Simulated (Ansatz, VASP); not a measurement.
# Co: VASP beside Ansatz

Contents of INCAR:

```
SYSTEM = Co
PREC = Accurate ; ENCUT = 520
EDIFF = 1E-6 ; ISMEAR = -1
SIGMA = 0.05 ; LREAL = .False.
LASPH = .True. ; NELM = 150
ALGO = Normal ; ISIF = 2
LWAVE = .False. ; LCHARG = .False.
ISPIN = 2 ; MAGMOM = -1.558 -1.558
LORBIT = 11 ; LMAXMIX = 4
NBANDS = 20
```

Contents of KPOINTS:

```
Automatic mesh
0
Gamma
  24 24 13
  0 0 0
```

The input POSCAR:

```
Co
1.0
    2.5208487962      0.0000000000      0.0000000000
   -1.2604243981      2.1831190967      0.0000000000
    0.0000000000      0.0000000000      4.0740391511
Co
2
Direct
    0.3333333333      0.6666666667      0.2500000000
    0.6666666667      0.3333333333      0.7500000000
```

Input for Ansatz:

```yaml
crystal:
  lattice:
    - [2.5208326475, 0.0, 0.0]
    - [-1.2604163237, 2.1831051115, 0.0]
    - [0.0, 0.0, 4.0740812787]
  atoms:
    - { symbol: Co, position: [0.3333333333, 0.6666666667, 0.25], spin: -1.558 }
    - { symbol: Co, position: [0.6666666667, 0.3333333333, 0.75], spin: -1.558 }
hamiltonian:
  xc: lda
  pseudopotentials:
    kind: paw
    azcp:
      Co: "pseudopotentials/Co.paw.azcp"
basis:
  ecutwfc: 420
  fft_grid_basis: typed
kpoints:
  mp_grid: { grid: [24, 24, 13], shift: [0, 0, 0] }
magnetization:
  spin_polarized: true
scf:
  occupations: { method: fermi_dirac, width: 0.05 }
output:
  stress: true
```

Alike in both runs: task single point; functional LDA; k mesh 24 × 24 × 13; occupations fermi-dirac, width 0.05 eV; collinear spin.

```csv
,VASP,Ansatz
version,VASP 6.6.1,Ansatz 0.2.0
potentials or method,"VASP PAW LDA potentials, release 64 (Co), cutoff 520 eV","plane waves (420 eV) with PAW, scalar-relativistic"
valence electrons in the cell,18,34
```

```tsv
	VASP	Ansatz	Ansatz less VASP
pressure (GPa)	-24.1	-23.5	+0.64
traceless stress, the component that is largest in VASP (GPa)	-0.42	-0.28	+0.139
net moment per atom (μB)	1.58	1.60	+0.029
size of the moment on the site where the two differ most (μB)	1.58	1.66	+0.075
```

Ansatz warns that its potentials were made for another functional, while VASP's fit it. LDA's correlation is that of Perdew and Zunger in VASP and of Perdew and Wang (1992) in Ansatz. Site moments also hang on the region over which each program counts them. VASP's potentials hold 18 valence electrons a cell and Ansatz's 34, so a difference there can come from the potentials and not from the codes.
